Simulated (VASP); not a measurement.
# MgI2 (P-3m1) in VASP: a series of runs

The runs below take MgI2 through single point, with PBE.

Program: VASP 6.6.1. These are calculated values, not measurements. Logs are shortened: lines on timing, memory, paths and dates and some standing lists are left out, and cuts for length are marked.

## 1. The cell of the first run

The structure is trigonal, space group P-3m1 (No. 164). The conventional cell has a = 4.216 Å, b = 4.216 Å, c = 6.965 Å, α = 90.00°, β = 90.00°, γ = 120.00°. Within 3.9 Å of Mg (site symmetry -3m) lie 6 I at 2.96 Å. I (site symmetry 3m) has 3 Mg at 2.96 Å within 3.9 Å.

## 2. Single point, PBE (strain +0.015 along x and y, +0.015 along z)

The input, INCAR:

```
SYSTEM = MgI2
PREC = Accurate ; ENCUT = 520
EDIFF = 1E-6 ; ISMEAR = 0
SIGMA = 0.05 ; LREAL = .FALSE.
LASPH = .TRUE. ; NELM = 80
ALGO = Normal ; ISIF = 2
LWAVE = .FALSE. ; LCHARG = .FALSE.
GGA = PE ; NBANDS = 15
```

The input, KPOINTS:

```
regular mesh
0
G
  6 6 4
  0 0 0
```

The input, POSCAR:

```
MgI2
1.0
    4.2160056232      0.0000000000      0.0000000000
   -2.1080028116      3.6511679722      0.0000000000
    0.0000000000      0.0000000000      6.9649300000
Mg I
1 2
Direct
    0.0000000000      0.0000000000      0.0000000000
    0.3333333333      0.6666666667      0.7576300000
    0.6666666667      0.3333333333      0.2423700000
```

Potentials or basis: VASP PAW PBE potentials, release 64 (Mg, I).

Launch:

```bash
$ cat potpaw_PBE.64/Mg/POTCAR potpaw_PBE.64/I/POTCAR > POTCAR
$ mpirun -np 1 vasp_std > vasp.out
```

OUTCAR:

```text
SYSTEM = MgI2
   PREC = Accurate
   ENCUT = 520
   EDIFF = 1E-6
   ISMEAR = 0
   LREAL = .FALSE.
   LASPH = .TRUE.
   NELM = 80
   ISIF = 2
   GGA = PE

 ion  position               nearest neighbor table
   1  0.000  0.000  0.000-   2 2.96   3 2.96   3 2.96   2 2.96   3 2.96   2 2.96
   2  0.333  0.667  0.758-   1 2.96   1 2.96   1 2.96
   3  0.667  0.333  0.242-   1 2.96   1 2.96   1 2.96

  LATTYP: Found a hexagonal cell.
 ALAT       =     4.2160056232
 C/A-ratio  =     1.6520210414

  Lattice vectors:

 A1 = (   4.2160056232,   0.0000000000,   0.0000000000)
 A2 = (  -2.1080028116,   3.6511679722,   0.0000000000)
 A3 = (   0.0000000000,   0.0000000000,   6.9649300000)

Analysis of symmetry for initial positions (statically):
=====================================================================
 Subroutine PRICEL returns:
 Original cell was already a primitive cell.

 Routine SETGRP: Setting up the symmetry group for a
 hexagonal supercell.

 Subroutine GETGRP returns: Found 12 space group operations
 (whereof 12 operations were pure point group operations)
 out of a pool of 24 trial point group operations.

The static configuration has the point symmetry D_3d.

Analysis of symmetry for dynamics (positions and initial velocities):
=====================================================================
 Subroutine PRICEL returns:
 Original cell was already a primitive cell.

 Routine SETGRP: Setting up the symmetry group for a
 hexagonal supercell.

 Subroutine GETGRP returns: Found 12 space group operations
 (whereof 12 operations were pure point group operations)
 out of a pool of 24 trial point group operations.

The dynamic configuration has the point symmetry D_3d.

 Subroutine INISYM returns: Found 12 space group operations
 (whereof 12 operations are pure point group operations),
 and found     1 'primitive' translations

----------------------------------------------------------------------------------------

                                     Primitive cell

  volume of cell :     107.2136

  direct lattice vectors                    reciprocal lattice vectors
     4.216005623  0.000000000  0.000000000     0.237191334  0.136942481  0.000000000
    -2.108002812  3.651167972  0.000000000     0.000000000  0.273884962  0.000000000
     0.000000000  0.000000000  6.964930000     0.000000000  0.000000000  0.143576461

  length of vectors
     4.216005623  4.216005623  6.964930000     0.273884962  0.273884962  0.143576461

  position of ions in fractional coordinates (direct lattice)
     0.000000000  0.000000000  0.000000000
     0.333333333  0.666666667  0.757630000
     0.666666667  0.333333333  0.242370000

  ion indices of the primitive-cell ions
   primitive index   ion index
                 1           1
                 2           2
                 3           3

----------------------------------------------------------------------------------------

 KPOINTS: regular mesh

Automatic generation of k-mesh.
 Grid dimensions read from file:
 generate k-points for:    6    6    4

 Generating k-lattice:

  Cartesian coordinates                     Fractional coordinates (reciprocal lattice)
     0.039531889  0.022823747  0.000000000     0.166666667  0.000000000  0.000000000
     0.000000000  0.045647494  0.000000000     0.000000000  0.166666667  0.000000000
     0.000000000  0.000000000  0.035894115     0.000000000  0.000000000  0.250000000

  Length of vectors
     0.045647494  0.045647494  0.035894115

  Shift w.r.t. Gamma in fractional coordinates (k-lattice)
     0.000000000  0.000000000  0.000000000

 Subroutine IBZKPT returns following result:
 ===========================================

 Found     24 irreducible k-points:

 Following reciprocal coordinates:
            Coordinates               Weight
  0.000000  0.000000  0.000000      1.000000
  0.166667  0.000000  0.000000      6.000000
  0.333333  0.000000  0.000000      6.000000
  0.500000  0.000000  0.000000      3.000000
  0.166667  0.166667  0.000000      6.000000
  0.333333  0.166667  0.000000     12.000000
[... 16 lines left out ...]
  0.333333  0.166667  0.500000     12.000000
  0.333333  0.333333  0.500000      2.000000
   k-points           NKPTS =     24   k-points in BZ     NKDIM =     24   number of bands    NBANDS=     15
   number of dos      NEDOS =    301   number of ions     NIONS =      3
   total plane-waves  NPLWV =  55296
   dimension x,y,z NGX =    32 NGY =   32 NGZ =   54
   dimension x,y,z NGXF=    64 NGYF=   64 NGZF=  108
   ions per type =               1   2
   NGX,Y,Z   is equivalent  to a cutoff of  12.62, 12.62, 12.89 a.u.
   NGXF,Y,Z  is equivalent  to a cutoff of  25.24, 25.24, 25.78 a.u.
 SYSTEM =  MgI2
   PREC   = accura    normal or accurate (medium, high low for compatibility)
   ISTART =      0    job   : 0-new  1-cont  2-samecut
   ICHARG =      2    charge: 1-file 2-atom 10-const
   ISPIN  =      1    spin polarized calculation?
   LNONCOLLINEAR =      F non collinear calculations
   LSORBIT =      F    spin-orbit coupling
   LASPH  =      T    aspherical Exc in radial PAW
   ENCUT  =  520.0 eV  38.22 Ry    6.18 a.u.   7.84  7.84 12.95*2*pi/ulx,y,z
   NELM   =     80;   NELMIN=  2; NELMDL= -5     # of ELM steps
   EDIFF  = 0.1E-05   stopping-criterion for ELM
   LREAL  =      F    real-space projection
   EDIFFG = 0.1E-04   stopping-criterion for IOM
   NSW    =      0    number of steps for IOM
   IBRION =     -1    ionic relax: 0-MD 1-quasi-New 2-CG
   NFREE  =      0    steps in history (QN), initial steepest desc. (CG)
   ISIF   =      2    stress and relaxation
   ISYM   =      2    0-nonsym 1-usesym 2-fastsym
   POTIM  = 0.5000    time-step for ionic-motion
   TEBEG  =    0.0;   TEEND  =   0.0 temperature during run
   PSTRESS=    0.0 pullay stress
   NELECT =      16.0000    total number of electrons
   NUPDOWN=      -1.0000    fix difference up-down
   EMIN   =  10.00;   EMAX   =-10.00  energy-range for DOS
   EFERMI =   0.00;   METHOD = LEGACY
   ISMEAR =     0;   SIGMA  =   0.05  broadening in eV -4-tet -1-fermi 0-gaus
   EFERMI_NEDOS =   21; number of points for ismear=-14 and -15
   IALGO  =     38    algorithm
   IMIX   =      4    mixing-type and parameters
     AMIX     =   0.40;   BMIX     =  1.00
     AMIX_MAG =   1.60;   BMIX_MAG =  1.00
  volume/ion in A,a.u.               =      35.74       241.17
  Fermi-wavevector in a.u.,A,eV,Ry     =   0.868357  1.640957 10.259387  0.754044
  Thomas-Fermi vector in A             =   1.987024
   LORBIT       =      0    0 simple, 1 ext, 2 COOP (PROOUT), +10 PAW based schemes
   GGA     = PE    functional components
   LHFCALC =     F    Hartree Fock is set to
   AEXX    =    0.0000 exact exchange contribution
   IVDW    =     0    specifies the selected vdW correction
   LEPSILON=     F    determine dielectric tensor
   LRPA    =     F    only Hartree local field effects (RPA)
 non-spin polarized calculation
 Gauss-broadening in eV      SIGMA  =   0.05
  energy-cutoff  :      520.00
  volume of cell :      107.21
 maximum number of plane-waves:      2922
 NGX is ok and might be reduce to    32
   NGX = 15   NGY = 15   NGZ = 25

 number of electron      15.9999998 magnetization

 Free energy of the ion-electron system (eV)
  ---------------------------------------------------
  ext. energy  EPLUGINS =         0.00000000
  ---------------------------------------------------
  free energy    TOTEN  =        -7.71060789 eV

  energy without entropy =       -7.71060789  energy(sigma->0) =       -7.71060789

 E-fermi :   2.1716     XC(G=0):  -8.0312

 val. band max:        1.9150089121   @ k =   0.0000   0.0000   0.0000
 cond. band min:       5.3829201026   @ k =   0.5000   0.0000   0.5000
 fundamental gap:      3.4679111905
 Fermi energy:         2.1716407117

 k-point     1 :       0.0000    0.0000    0.0000
  band No.  band energies     occupation
      1      -9.9843      2.00000
      2      -9.3487      2.00000
      3      -1.4292      2.00000
      4       1.4784      2.00000
      5       1.4784      2.00000
      6       1.8267      2.00000
      7       1.8267      2.00000
      8       1.9150      2.00000
      9       5.4213      0.00000
     10       6.6569      0.00000
     11       8.5391      0.00000
     12       8.5391      0.00000
     13       9.4216      0.00000
     14      10.0534      0.00000
     15      10.0534      0.00000

 k-point     2 :       0.1667    0.0000    0.0000
  band No.  band energies     occupation
      1      -9.8571      2.00000
      2      -9.2858      2.00000
      3      -1.2505      2.00000
      4       0.5591      2.00000
      5       1.0364      2.00000
      6       1.1897      2.00000
      7       1.7790      2.00000
      8       1.8223      2.00000
      9       6.2610      0.00000
     10       7.2771      0.00000
     11       8.0283      0.00000
     12       8.8745      0.00000
     13       9.1123      0.00000
     14       9.9065      0.00000
     15      10.4366      0.00000

 k-point     3 :       0.3333    0.0000    0.0000
  band No.  band energies     occupation
      1      -9.5564      2.00000
      2      -9.1767      2.00000
      3      -1.1100      2.00000
      4      -0.5142      2.00000
      5       0.0963      2.00000
      6       0.7779      2.00000
      7       1.4729      2.00000
      8       1.5873      2.00000
      9       5.9010      0.00000
     10       7.3191      0.00000
     11       7.8703      0.00000
     12       8.9246      0.00000
     13       9.3681      0.00000
     14      10.5311      0.00000
     15      10.8918      0.00000
[... 343 lines left out ...]
 k-point    23 :       0.3333    0.1667    0.5000
  band No.  band energies     occupation
      1      -9.3067      2.00000
      2      -9.2057      2.00000
      3      -1.3399      2.00000
      4      -0.8583      2.00000
      5       0.0929      2.00000
      6       0.4692      2.00000
      7       1.2543      2.00000
      8       1.3782      2.00000
      9       6.0726      0.00000
     10       7.5168      0.00000
     11       8.1625      0.00000
     12       8.7602      0.00000
     13       8.9719      0.00000
     14      10.1915      0.00000
     15      11.0413      0.00000

 k-point    24 :       0.3333    0.3333    0.5000
  band No.  band energies     occupation
      1      -9.1967      2.00000
      2      -9.1967      2.00000
      3      -1.0961      2.00000
      4      -0.6749      2.00000
      5      -0.6749      2.00000
      6      -0.1498      2.00000
      7       1.4051      2.00000
      8       1.4051      2.00000
      9       6.5484      0.00000
     10       7.6874      0.00000
     11       7.6874      0.00000
     12       9.2745      0.00000
     13      10.0692      0.00000
     14      10.4458      0.00000
     15      10.6467      0.00000

------------------------ aborting loop because EDIFF is reached ----------------------------------------

  FORCE on cell =-STRESS in cart. coord.  units (eV):
  Direction    XX          YY          ZZ          XY          YZ          ZX
  --------------------------------------------------------------------------------------
  -------------------------------------------------------------------------------------
  Total       -0.1566395     -0.1566395      0.0444547      0.0000000      0.0000000      0.0000000
  in kB       -2.3407884     -2.3407884      0.6643217      0.0000000      0.0000000      0.0000000
  external PRESSURE =      -1.3390851 kB  Pullay stress =       0.0000000 kB

 VOLUME and BASIS-vectors are now :
 -----------------------------------------------------------------------------
  energy-cutoff  :      520.00
  volume of cell :      107.21
      direct lattice vectors                 reciprocal lattice vectors
     4.216005623  0.000000000  0.000000000     0.237191334  0.136942481  0.000000000
    -2.108002812  3.651167972  0.000000000     0.000000000  0.273884962  0.000000000
     0.000000000  0.000000000  6.964930000     0.000000000  0.000000000  0.143576461

 POSITION                                       TOTAL-FORCE (eV/Angst)
 -----------------------------------------------------------------------------------
      0.00000      0.00000      0.00000         0.000000      0.000000      0.000000
     -0.00000      2.43411      5.27684        -0.000000      0.000000      0.174536
      2.10800      1.21706      1.68809        -0.000000      0.000000     -0.174536
 -----------------------------------------------------------------------------------
    total drift:                               -0.000000      0.000000     -0.000000

  FREE ENERGIE OF THE ION-ELECTRON SYSTEM (eV)
  ---------------------------------------------------
  free  energy   TOTEN  =        -7.7106078876 eV

  energy  without entropy=       -7.7106078876  energy(sigma->0) =       -7.71060789
```

Wall time 60 s (1 thread of Intel Xeon 8259CL, shared host); peak memory 0.24 GiB.

Results:

```
Free energy            : -7.7106 eV
Pressure               : -0.1 GPa
Largest force          : 0.175 eV/Å
Band gap on the k mesh : 3.47 eV (least direct gap 3.51 eV)
```

Forces in eV/Å, atoms in the order of the input:
```
Mg   0.000  0.000  0.000
I    0.000  0.000  0.175
I    0.000  0.000 -0.175
```

Stress tensor (GPa, compression positive):
```
-0.23  0.00  0.00
 0.00 -0.23  0.00
 0.00  0.00  0.07
```

Caveat: the cell differs from its parent crystal (strain +0.015 along x and y, +0.015 along z); spin-orbit coupling is left out, which moves the levels of the heavy elements; this functional lacks dispersion, which binds the layers, so the pressure and a relaxed spacing across them are unreliable. A k mesh can miss the band edges.

## 3. Single point, PBE (strain +0.030 along x and y, +0.000 along z)

The input, INCAR:

```
PREC = Accurate ; ENCUT = 520
EDIFF = 1E-6 ; ISMEAR = 0
SIGMA = 0.05 ; LREAL = F
LASPH = T ; NELM = 60
ALGO = Normal ; ISIF = 2
LWAVE = F ; LCHARG = F
GGA = PE ; NBANDS = 15
```

The input, KPOINTS:

```
Automatic mesh
0
Gamma
  6 6 4
```

The input, POSCAR:

```
MgI2
1.0
    4.2783111250      0.0000000000      0.0000000000
   -2.1391555625      3.7051261196      0.0000000000
    0.0000000000      0.0000000000      6.8620000000
Mg I
1 2
Direct
    0.0000000000      0.0000000000      0.0000000000
    0.3333333333      0.6666666667      0.7576300000
    0.6666666667      0.3333333333      0.2423700000
```

Potentials or basis: VASP PAW PBE potentials, release 64 (Mg, I).

Launch:

```bash
$ cat potpaw_PBE.64/Mg/POTCAR potpaw_PBE.64/I/POTCAR > POTCAR
$ mpirun -np 1 vasp_std > vasp.out
```

It took 45 s on 1 thread of Intel Xeon 8259CL, shared host; peak memory 0.24 GiB.

The run converged. Its results:

* Free energy: -7.6979 eV
* Pressure: -0.5 GPa
* Largest force: 0.166 eV/Å
* Band gap on the k mesh: 3.27 eV

Forces in eV/Å, atoms in the order of the input:
```
Mg   0.000  0.000  0.000
I    0.000  0.000  0.166
I    0.000  0.000 -0.166
```

Stress tensor (GPa, compression positive):
```
-0.90  0.00  0.00
 0.00 -0.90  0.00
 0.00  0.00  0.20
```

Levels at points of the mesh, in eV from the valence-band top:
| k point | band 4 | band 5 | band 6 | band 7 | band 8 | band 9 | band 10 | band 11 | band 12 | band 13 |
| --- | --- | --- | --- | --- | --- | --- | --- | --- | --- | --- |
| (0.00, 0.00, 0.00) | -0.64 | -0.64 | -0.27 | -0.27 | 0.00 | 3.27 | 4.52 | 6.38 | 6.38 | 7.57 |
| (0.50, 0.00, 0.00) | -2.65 | -1.79 | -1.47 | -0.90 | -0.55 | 3.42 | 5.18 | 5.53 | 6.71 | 7.92 |
| (0.00, 0.00, 0.50) | -1.35 | -0.54 | -0.54 | -0.37 | -0.37 | 4.18 | 4.59 | 6.20 | 6.20 | 7.61 |
| (0.50, 0.00, 0.50) | -3.04 | -1.30 | -1.08 | -0.79 | -0.78 | 3.34 | 5.14 | 5.79 | 6.08 | 7.45 |

Caveat: the cell differs from its parent crystal (strain +0.030 along x and y, +0.000 along z); spin-orbit coupling is left out, which moves the levels of the heavy elements; this functional lacks dispersion, which binds the layers, so the pressure and a relaxed spacing across them are unreliable. A k mesh can miss the band edges.
